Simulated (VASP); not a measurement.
A run of VASP 6.6.1 is set up as follows.

POSCAR

```
GaN
1.0
    0.0000000000      2.2230441631      2.2230441631
    2.2230441631      0.0000000000      2.2230441631
    2.2230441631      2.2230441631      0.0000000000
Ga N
1 1
Direct
    0.0000000000      0.0000000000      0.0000000000
    0.2500000000      0.2500000000      0.2500000000
```

The input INCAR.step1:

```
SYSTEM = GaN
ALGO     = Normal         ! electronic algorithm
EDIFF    = 1E-5           ! SCF threshold, eV
ENCUT    = 520            ! plane-wave cutoff, eV
GGA      = PE             ! functional
ISIF     = 2              ! what is computed and relaxed
ISMEAR   = -1             ! smearing method
LASPH    = .True.         ! aspherical terms in the spheres
LREAL    = .False.        ! projectors in reciprocal space
LWAVE    = .True.         ! write WAVECAR
NBANDS   = 16             ! bands
NELM     = 80             ! most SCF steps
PREC     = Accurate       ! precision mode
SIGMA    = 0.05           ! smearing width, eV
```

The input INCAR.step2:

```
SYSTEM = GaN
AEXX     = 0.25           ! exact-exchange fraction
ALGO     = Normal         ! electronic algorithm
EDIFF    = 1E-6           ! SCF threshold, eV
ENCUT    = 520            ! plane-wave cutoff, eV
GGA      = PS             ! functional
ISIF     = 2              ! what is computed and relaxed
ISMEAR   = -1             ! smearing method
ISTART   = 1            
LASPH    = .True.         ! aspherical terms in the spheres
LCHARG   = .True.         ! write CHGCAR
LELF     = .True.         ! ELF
LHFCALC  = .True.         ! exact exchange
LREAL    = .False.        ! projectors in reciprocal space
LVHAR    = .True.       
LWAVE    = .False.        ! write WAVECAR
NBANDS   = 16             ! bands
NELM     = 80             ! most SCF steps
PREC     = Accurate       ! precision mode
PRECFOCK = Normal       
SIGMA    = 0.05           ! smearing width, eV
```

KPOINTS

```
k-points
0
Gamma
  5 5 5
  0 0 0
```

Potentials or basis: VASP PAW PBE potentials, release 64 (Ga_d, N).

Launch:

```console
$ cat potpaw_PBE.64/Ga_d/POTCAR potpaw_PBE.64/N/POTCAR > POTCAR
$ cp INCAR.step1 INCAR
$ mpirun -np 1 vasp_std > vasp.out
$ cp INCAR.step2 INCAR
$ mpirun -np 1 vasp_std > vasp.out
```

(1) Predict the band gap on the k mesh.

(2) Predict the pressure.

## Answers

(1) 4.00 eV.

(2) 2.4 GPa.

Caveat: the k points lie up to 0.49 Å⁻¹ apart; the PAW data sets were made with another functional, which shifts forces and pressure a little.
